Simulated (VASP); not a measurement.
# NiO (Fm-3m) in VASP: notebook, part 2 of 2

VASP 6.6.1. The steps go on from the part before.

## Step 4: Single point, PBE+U, collinear spin, ferromagnetic start

Input file INCAR:

```
PREC     = Accurate       # precision mode
ENCUT    = 600            # plane-wave cutoff, eV
EDIFF    = 1E-6           # SCF threshold, eV
ISMEAR   = -1             # smearing method
SIGMA    = 0.03           # smearing width, eV
LREAL    = False          # projectors in reciprocal space
LASPH    = True           # aspherical terms in the spheres
NELM     = 200            # most SCF steps
ALGO     = Normal         # electronic algorithm
ISIF     = 2              # what is computed and relaxed
LWAVE    = False          # write WAVECAR
LCHARG   = False          # write CHGCAR
ISPIN    = 2              # spin polarisation
MAGMOM   = 4 0            # initial moments
LORBIT   = 11             # projections on sites
NUPDOWN  = 4.0            # fixed moment
LMAXMIX  = 4              # l up to which the mixer works
LDAU     = True           # DFT+U
LDAUTYPE = 2            
LDAUL    = 2 -1           # shell
LDAUU    = 6.2 0          # U, eV
LDAUJ    = 0 0          
LDAUPRINT= 1            
GGA      = PE             # functional
NBANDS   = 19             # bands
GGA_COMPAT= False
```

Input file KPOINTS:

```
Automatic mesh
0
Gamma
  8 8 8
```

Input file POSCAR:

```
NiO
1.0
    0.0000000000      2.1004800000      2.1004800000
    2.1004800000      0.0000000000      2.1004800000
    2.1004800000      2.1004800000      0.0000000000
Ni O
1 1
Direct
    0.0000000000      0.0000000000      0.0000000000
    0.5000000000      0.5000000000      0.5000000000
```

Potentials or basis: VASP PAW PBE potentials, release 64 (Ni, O).

The run is started by

```console
cat potpaw_PBE.64/Ni/POTCAR potpaw_PBE.64/O/POTCAR > POTCAR
mpirun -np 1 vasp_std > vasp.out
```

OUTCAR:

```text
PREC = Accurate
   ENCUT = 600
   EDIFF = 1E-6
   ISMEAR = -1
   LREAL = False
   LASPH = True
   NELM = 200
   ISIF = 2
   ISPIN = 2
   LORBIT = 11
   NUPDOWN = 4.0
   GGA = PE

 ion  position               nearest neighbor table
   1  0.000  0.000  0.000-   2 2.10   2 2.10   2 2.10   2 2.10   2 2.10   2 2.10
   2  0.500  0.500  0.500-   1 2.10   1 2.10   1 2.10   1 2.10   1 2.10   1 2.10

  LATTYP: Found a face centered cubic cell.
 ALAT       =     4.2009600000

  Lattice vectors:

 A1 = (   0.0000000000,   2.1004800000,   2.1004800000)
 A2 = (   2.1004800000,   0.0000000000,   2.1004800000)
 A3 = (   2.1004800000,   2.1004800000,   0.0000000000)

Analysis of symmetry for initial positions (statically):
=====================================================================
 Subroutine PRICEL returns:
 Original cell was already a primitive cell.

 Routine SETGRP: Setting up the symmetry group for a
 face centered cubic supercell.

 Subroutine GETGRP returns: Found 48 space group operations
 (whereof 48 operations were pure point group operations)
 out of a pool of 48 trial point group operations.

The static configuration has the point symmetry O_h .

Analysis of symmetry for dynamics (positions and initial velocities):
=====================================================================
 Subroutine PRICEL returns:
 Original cell was already a primitive cell.

 Routine SETGRP: Setting up the symmetry group for a
 face centered cubic supercell.

 Subroutine GETGRP returns: Found 48 space group operations
 (whereof 48 operations were pure point group operations)
 out of a pool of 48 trial point group operations.

The dynamic configuration has the point symmetry O_h .

Analysis of structural, dynamic, and magnetic symmetry:
=====================================================================
 Subroutine PRICEL returns:
 Original cell was already a primitive cell.

 Routine SETGRP: Setting up the symmetry group for a
 face centered cubic supercell.

 Subroutine GETGRP returns: Found 48 space group operations
 (whereof 48 operations were pure point group operations)
 out of a pool of 48 trial point group operations.

The overall configuration has the point symmetry O_h .

 Subroutine INISYM returns: Found 48 space group operations
 (whereof 48 operations are pure point group operations),
 and found     1 'primitive' translations

----------------------------------------------------------------------------------------

                                     Primitive cell

  volume of cell :      18.5347

  direct lattice vectors                    reciprocal lattice vectors
     0.000000000  2.100480000  2.100480000    -0.238040829  0.238040829  0.238040829
     2.100480000  0.000000000  2.100480000     0.238040829 -0.238040829  0.238040829
     2.100480000  2.100480000  0.000000000     0.238040829  0.238040829 -0.238040829

  length of vectors
[... 107 lines left out ...]
 LDA+U is selected, type is set to LDAUTYPE =  2
   angular momentum for each species LDAUL =     2   -1
   U (eV)           for each species LDAUU =   6.2  0.0
   J (eV)           for each species LDAUJ =   0.0  0.0
   GGA     = PE    functional components
   LHFCALC =     F    Hartree Fock is set to
   AEXX    =    0.0000 exact exchange contribution
   IVDW    =     0    specifies the selected vdW correction
   LEPSILON=     F    determine dielectric tensor
   LRPA    =     F    only Hartree local field effects (RPA)
 spin polarized calculation
  energy-cutoff  :      600.00
  volume of cell :       18.53
 maximum number of plane-waves:       636
   NGX = 11   NGY = 11   NGZ = 11

atom =   1  type =  1  l = 2

 onsite density matrix

spin component  1

  0.9837 -0.0000 -0.0000 -0.0000  0.0000
 -0.0000  0.9837  0.0000 -0.0000 -0.0000
 -0.0000  0.0000  1.0373  0.0000 -0.0000
 -0.0000 -0.0000  0.0000  0.9837 -0.0000
  0.0000 -0.0000 -0.0000 -0.0000  1.0373

spin component  2

  0.9065 -0.0000  0.0000 -0.0000 -0.0000
 -0.0000  0.9065 -0.0000 -0.0000 -0.0000
  0.0000 -0.0000  0.1070 -0.0000 -0.0000
 -0.0000 -0.0000 -0.0000  0.9065  0.0000
 -0.0000 -0.0000 -0.0000  0.0000  0.1070

 occupancies and eigenvectors

  o =  0.1070  v =  0.0000  0.0000  0.0000  0.0000  0.0000  0.0000 -0.0000 -1.0000 -0.0000  0.0021      0.0000  0.0000  0.0000  0.0000  0.0000  0.0000  0.0000  0.0000  0.0000  0.0000
  o =  0.1070  v =  0.0000  0.0000  0.0000  0.0000  0.0000  0.0000  0.0000 -0.0021  0.0000 -1.0000      0.0000  0.0000  0.0000  0.0000  0.0000  0.0000  0.0000  0.0000  0.0000  0.0000
  o =  0.9065  v =  0.0000  0.0000  0.0000  0.0000  0.0000  1.0000  0.0000  0.0000  0.0000  0.0000      0.0000  0.0000  0.0000  0.0000  0.0000  0.0000  0.0000  0.0000  0.0000  0.0000
  o =  0.9065  v =  0.0000  0.0000  0.0000  0.0000  0.0000  0.0000 -0.0537 -0.0000  0.9986 -0.0000      0.0000  0.0000  0.0000  0.0000  0.0000  0.0000  0.0000  0.0000  0.0000  0.0000
  o =  0.9065  v =  0.0000  0.0000  0.0000  0.0000  0.0000  0.0000 -0.9986  0.0000 -0.0537 -0.0000      0.0000  0.0000  0.0000  0.0000  0.0000  0.0000  0.0000  0.0000  0.0000  0.0000
  o =  0.9837  v =  0.0000  0.7684 -0.0000 -0.6400 -0.0000  0.0000  0.0000  0.0000  0.0000  0.0000      0.0000  0.0000  0.0000  0.0000  0.0000  0.0000  0.0000  0.0000  0.0000  0.0000
  o =  0.9837  v =  0.0000 -0.6400  0.0000 -0.7684 -0.0000  0.0000  0.0000  0.0000  0.0000  0.0000      0.0000  0.0000  0.0000  0.0000  0.0000  0.0000  0.0000  0.0000  0.0000  0.0000
  o =  0.9837  v =  1.0000  0.0000  0.0000  0.0000  0.0000  0.0000  0.0000  0.0000  0.0000  0.0000      0.0000  0.0000  0.0000  0.0000  0.0000  0.0000  0.0000  0.0000  0.0000  0.0000
  o =  1.0373  v =  0.0000  0.0000 -0.0489  0.0000 -0.9988  0.0000  0.0000  0.0000  0.0000  0.0000      0.0000  0.0000  0.0000  0.0000  0.0000  0.0000  0.0000  0.0000  0.0000  0.0000
  o =  1.0373  v =  0.0000 -0.0000 -0.9988  0.0000  0.0489  0.0000  0.0000  0.0000  0.0000  0.0000      0.0000  0.0000  0.0000  0.0000  0.0000  0.0000  0.0000  0.0000  0.0000  0.0000

 number of electron      16.0000010 magnetization       4.0000003

 Free energy of the ion-electron system (eV)
  ---------------------------------------------------
  ext. energy  EPLUGINS =         0.00000000
  ---------------------------------------------------
  free energy    TOTEN  =        -1.47783969 eV

  energy without entropy =       -1.47352382  energy(sigma->0) =       -1.47568176

 E-fermi :   4.4819     XC(G=0): -12.7272

 val. band max:       14.9729718758   @ k =  -0.2500   0.3750   0.1250
 cond. band min:       4.4878173933   @ k =  -0.3750   0.2500   0.0000
 fundamental gap:    -10.4851544825
 Fermi energy:        15.2958091780

 spin component 1

 k-point     1 :       0.0000    0.0000    0.0000
  band No.  band energies     occupation
      1     -13.6159      1.00000
      2      -0.5529      1.00000
      3      -0.5529      1.00000
      4       0.5639      1.00000
      5       0.5639      1.00000
      6       0.5639      1.00000
[... 1049 lines left out ...]
     18      38.9670      0.00000
     19      40.0557      0.00000

 [... further k-points ...]
[... 5 lines left out ...]
  --------------------------------------------------------------------------------------
  -------------------------------------------------------------------------------------
  Total        8.6149320      8.6149320      8.6149320      0.0000000     -0.0000000     -0.0000000
  in kB      744.6921739    744.6921739    744.6921739      0.0000000     -0.0000000     -0.0000000
  external PRESSURE =     744.6921739 kB  Pullay stress =       0.0000000 kB

 VOLUME and BASIS-vectors are now :
 -----------------------------------------------------------------------------
  energy-cutoff  :      600.00
  volume of cell :       18.53
      direct lattice vectors                 reciprocal lattice vectors
     0.000000000  2.100480000  2.100480000    -0.238040829  0.238040829  0.238040829
     2.100480000  0.000000000  2.100480000     0.238040829 -0.238040829  0.238040829
     2.100480000  2.100480000  0.000000000     0.238040829  0.238040829 -0.238040829

 POSITION                                       TOTAL-FORCE (eV/Angst)
 -----------------------------------------------------------------------------------
      0.00000      0.00000      0.00000         0.000000      0.000000      0.000000
      2.10048      2.10048      2.10048         0.000000      0.000000      0.000000
 -----------------------------------------------------------------------------------
    total drift:                                0.000000     -0.000000     -0.000000

  FREE ENERGIE OF THE ION-ELECTRON SYSTEM (eV)
  ---------------------------------------------------
  free  energy   TOTEN  =        -1.4778396920 eV

  energy  without entropy=       -1.4735238211  energy(sigma->0) =       -1.47568176

 total charge

# of ion       s       p       d       tot
------------------------------------------
    1        0.581   0.467   7.936   8.984
    2        1.634   3.249   0.000   4.883
--------------------------------------------------
tot          2.215   3.716   7.936  13.867

 magnetization (x)

# of ion       s       p       d       tot
------------------------------------------
    1        0.281   0.157   2.087   2.525
    2        0.102   0.922   0.000   1.024
--------------------------------------------------
tot          0.382   1.079   2.087   3.549
```

Run time: 12 s. Hardware: 1 thread of Intel Xeon 6975P-C (Granite Rapids), shared host; peak memory 0.16 GiB.

What came out:

| Item | Value |
| --- | --- |
| Free energy | -1.4778 eV |
| Pressure | 74.5 GPa |
| Net moment | 4.00 μB per cell |
| Site moments | Ni +2.52; O +1.02 μB |
| Valence electrons inside the program's atomic spheres | Ni 8.98; O 4.88 |

Eigenvalues of the final occupation matrices:
| site | spin | trace | eigenvalues |
| --- | --- | --- | --- |
| site 1 d | 1 | 5.03 | 0.98 0.98 0.98 1.04 1.04 |
| site 1 d | 2 | 2.93 | 0.11 0.11 0.91 0.91 0.91 |

Caveat: the total moment is fixed, so each spin has its own Fermi level; a cell with one magnetic atom can't hold antiferromagnetic order, which such compounds often take. The state reached can hang on the start; a lower one may exist.

## Step 5: Single point, PBE+U, collinear spin, ferromagnetic start

Input file INCAR:

```
SYSTEM = NiO
ALGO     = Normal         ! electronic algorithm
EDIFF    = 1E-6           ! SCF threshold, eV
ENCUT    = 600            ! plane-wave cutoff, eV
GGA      = PE             ! functional
GGA_COMPAT= .FALSE.      
ISIF     = 2              ! what is computed and relaxed
ISMEAR   = -1             ! smearing method
ISPIN    = 2              ! spin polarisation
LASPH    = .TRUE.         ! aspherical terms in the spheres
LCHARG   = .FALSE.        ! write CHGCAR
LDAU     = .TRUE.         ! DFT+U
LDAUJ    = 0 0          
LDAUL    = 2 -1           ! shell
LDAUPRINT= 1            
LDAUTYPE = 2            
LDAUU    = 6.2 0          ! U, eV
LMAXMIX  = 4              ! l up to which the mixer works
LORBIT   = 11             ! projections on sites
LREAL    = .FALSE.        ! projectors in reciprocal space
LWAVE    = .FALSE.        ! write WAVECAR
MAGMOM   = 2 0            ! initial moments
NBANDS   = 19             ! bands
NELM     = 200            ! most SCF steps
NUPDOWN  = 2.0            ! fixed moment
PREC     = Accurate       ! precision mode
SIGMA    = 0.03           ! smearing width, eV
```

Input file KPOINTS:

```
k-points
0
G
  8 8 8
  0 0 0
```

POSCAR is that of step 4.

Potentials or basis: VASP PAW PBE potentials, release 64 (Ni, O).

The run is started by

```console
cat potpaw_PBE.64/Ni/POTCAR potpaw_PBE.64/O/POTCAR > POTCAR
mpirun -np 1 vasp_std > vasp.out
```

OUTCAR:

```text
SYSTEM = NiO
   EDIFF = 1E-6
   ENCUT = 600
   GGA = PE
   ISIF = 2
   ISMEAR = -1
   ISPIN = 2
   LASPH = .TRUE.
   LORBIT = 11
   LREAL = .FALSE.
   NELM = 200
   NUPDOWN = 2.0
   PREC = Accurate

 ion  position               nearest neighbor table
   1  0.000  0.000  0.000-   2 2.10   2 2.10   2 2.10   2 2.10   2 2.10   2 2.10
   2  0.500  0.500  0.500-   1 2.10   1 2.10   1 2.10   1 2.10   1 2.10   1 2.10

  LATTYP: Found a face centered cubic cell.
 ALAT       =     4.2009600000

  Lattice vectors:

 A1 = (   0.0000000000,   2.1004800000,   2.1004800000)
[... 1306 lines left out ...]
  external PRESSURE =      -7.8931424 kB  Pullay stress =       0.0000000 kB

 VOLUME and BASIS-vectors are now :
 -----------------------------------------------------------------------------
  energy-cutoff  :      600.00
  volume of cell :       18.53
      direct lattice vectors                 reciprocal lattice vectors
     0.000000000  2.100480000  2.100480000    -0.238040829  0.238040829  0.238040829
     2.100480000  0.000000000  2.100480000     0.238040829 -0.238040829  0.238040829
     2.100480000  2.100480000  0.000000000     0.238040829  0.238040829 -0.238040829

 POSITION                                       TOTAL-FORCE (eV/Angst)
 -----------------------------------------------------------------------------------
      0.00000      0.00000      0.00000         0.000000      0.000000      0.000000
      2.10048      2.10048      2.10048         0.000000      0.000000      0.000000
 -----------------------------------------------------------------------------------
    total drift:                                0.000000     -0.000000     -0.000000

  FREE ENERGIE OF THE ION-ELECTRON SYSTEM (eV)
  ---------------------------------------------------
  free  energy   TOTEN  =       -10.1680401126 eV

  energy  without entropy=      -10.1680401126  energy(sigma->0) =      -10.16804011

 total charge

# of ion       s       p       d       tot
------------------------------------------
    1        0.339   0.413   8.210   8.962
    2        1.544   3.476   0.000   5.020
--------------------------------------------------
tot          1.883   3.889   8.210  13.982

 magnetization (x)

# of ion       s       p       d       tot
------------------------------------------
    1        0.012   0.013   1.800   1.825
    2        0.017   0.152   0.000   0.169
--------------------------------------------------
tot          0.029   0.165   1.800   1.993
```

OSZICAR:

```text
N       E                     dE             d eps       ncg     rms          rms(c)
DAV:   1     0.102208939852E+03    0.10221E+03   -0.81920E+03  2332   0.122E+03
DAV:   2    -0.250995368280E+01   -0.10472E+03   -0.93254E+02  2281   0.263E+02
DAV:   3    -0.962419048503E+01   -0.71142E+01   -0.69375E+01  2499   0.673E+01
DAV:   4    -0.969732549727E+01   -0.73135E-01   -0.73025E-01  2375   0.669E+00
DAV:   5    -0.969807629752E+01   -0.75080E-03   -0.75072E-03  2467   0.672E-01    0.154E+01
DAV:   6    -0.980013059652E+01   -0.10205E+00   -0.14235E+01  2431   0.679E+01    0.188E+01
DAV:   7    -0.981339209353E+01   -0.13261E-01   -0.12250E+00  2422   0.252E+01    0.916E+00
DAV:   8    -0.100487884014E+02   -0.23540E+00   -0.18034E-01  2630   0.470E+00    0.569E+00
DAV:   9    -0.101605393014E+02   -0.11175E+00   -0.62126E-02  2570   0.719E+00    0.546E-01
DAV:  10    -0.101674839866E+02   -0.69447E-02   -0.28018E-02  2728   0.207E+00    0.505E-01
DAV:  11    -0.101675172232E+02   -0.33237E-04   -0.28249E-03  2625   0.982E-01    0.148E-01
DAV:  12    -0.101679515032E+02   -0.43428E-03   -0.29258E-04  2280   0.498E-01    0.530E-02
DAV:  13    -0.101680335310E+02   -0.82028E-04   -0.12919E-04  2905   0.189E-01    0.203E-02
DAV:  14    -0.101680400481E+02   -0.65171E-05   -0.30165E-05  2506   0.508E-02    0.867E-03
DAV:  15    -0.101680401126E+02   -0.64549E-07   -0.73832E-07  1738   0.104E-02
   1 F= -.10168040E+02 E0= -.10168040E+02  d E =-.338379E-11  mag=     2.0000
```

Wall time 13 s (1 thread of Intel Xeon 6975P-C (Granite Rapids), shared host); peak memory 0.15 GiB.

Results:

```
Free energy                                           : -10.1680 eV
Pressure                                              : -0.8 GPa
Net moment                                            : 2.00 μB per cell
Site moments                                          : Ni +1.82; O +0.17 μB
Valence electrons inside the program's atomic spheres : Ni 8.96; O 5.02
```

Eigenvalues of the final occupation matrices:
```
    site  spin  trace               eigenvalues
site 1 d     1   5.02  0.98 0.98 0.98 1.04 1.04
site 1 d     2   3.22  0.14 0.14 0.98 0.98 0.98
```

Caveat: the total moment is fixed, so each spin has its own Fermi level; a cell with one magnetic atom can't hold antiferromagnetic order, which such compounds often take.

## Step 6: Single point, PBE+U, collinear spin, ferromagnetic start

Input file INCAR:

```
SYSTEM = NiO
ALGO = Normal ; EDIFF = 1E-6
ENCUT = 600 ; GGA = PE
GGA_COMPAT = .FALSE. ; ISIF = 2
ISMEAR = -1 ; ISPIN = 2
LASPH = .TRUE. ; LCHARG = .TRUE.
LDAU = .TRUE. ; LDAUJ = 0 0
LDAUL = 2 -1 ; LDAUPRINT = 1
LDAUTYPE = 2 ; LDAUU = 6.2 0
LELF = .TRUE. ; LMAXMIX = 4
LORBIT = 11 ; LREAL = .FALSE.
LVHAR = .TRUE. ; LWAVE = .FALSE.
MAGMOM = 0.2 0 ; NBANDS = 19
NELM = 200 ; PREC = Accurate
SIGMA = 0.03
```

KPOINTS is that of step 5.

POSCAR is that of step 5.

Potentials or basis: VASP PAW PBE potentials, release 64 (Ni, O).

The run is started by

```console
cat potpaw_PBE.64/Ni/POTCAR potpaw_PBE.64/O/POTCAR > POTCAR
mpirun -np 1 vasp_std > vasp.out
```

Run time: 17 s. Hardware: 1 thread of Intel Xeon 6975P-C (Granite Rapids), shared host; peak memory 0.15 GiB.

It converged, with:

* Free energy: -10.1680 eV
* Pressure: -0.7 GPa
* Band gap on the k mesh: 2.55 eV, indirect (least direct gap 3.37 eV)
* Net moment: 2.00 μB per cell
* Site moments: Ni +1.82; O +0.17 μB
* Valence electrons inside the program's atomic spheres: Ni 8.96; O 5.02

Levels at points of the mesh, in eV from the valence-band top:
Spin up:
| k point | band 5 | band 6 | band 7 | band 8 | band 9 | band 10 | band 11 | band 12 | band 13 | band 14 |
| --- | --- | --- | --- | --- | --- | --- | --- | --- | --- | --- |
| (0.00, 0.00, 0.00) | -4.99 | -4.99 | -1.35 | -1.35 | -1.35 | 2.64 | 17.82 | 17.82 | 17.82 | 18.96 |
| (0.50, 0.00, 0.00) | -4.50 | -4.50 | -3.10 | 0.00 | 0.00 | 6.71 | 10.99 | 14.90 | 14.90 | 20.68 |
| (0.50, 0.50, 0.00) | -5.11 | -4.19 | -4.19 | -2.70 | -2.70 | 6.95 | 11.48 | 11.83 | 17.56 | 17.56 |
Spin down:
```
           k point  band 5  band 6  band 7  band 8  band 9  band 10
(0.00, 0.00, 0.00)   -1.01   -1.01   -1.01    2.55    2.55     2.99
(0.50, 0.00, 0.00)   -2.21   -1.94   -1.94    4.84    4.84     6.89
(0.50, 0.50, 0.00)   -3.11   -2.38   -2.38    3.00    3.42     7.59
```

Eigenvalues of the final occupation matrices:
```
    site  spin  trace               eigenvalues
site 1 d     1   5.02  0.98 0.98 0.98 1.04 1.04
site 1 d     2   3.22  0.14 0.14 0.98 0.98 0.98
```

Caveat: a cell with one magnetic atom can't hold antiferromagnetic order, which such compounds often take.

## Step 7: The runs side by side

```tsv
spin	fixed moment (μB)	pressure (GPa)	moment (μB)
collinear, ferromagnetic start	-	-0.7	2.00
collinear, zero start	0.0	-13.8	0.00
collinear, ferromagnetic start	4.0	74.5	4.00
collinear, ferromagnetic start	2.0	-0.8	2.00
```

Alike in all rows: task single point; level PBE+U; potentials or basis VASP PAW PBE potentials, release 64 (Ni, O); Ni d U = 6.2 eV; cell as given; k mesh 8 × 8 × 8; cutoff (eV) 600; smearing fermi-dirac 0.03 eV.

Caveats: a cell with one magnetic atom can't hold antiferromagnetic order, which such compounds often take (some runs); the total moment is fixed, so each spin has its own Fermi level (some runs).

Absolute energies hang on the potentials; compare differences alone.
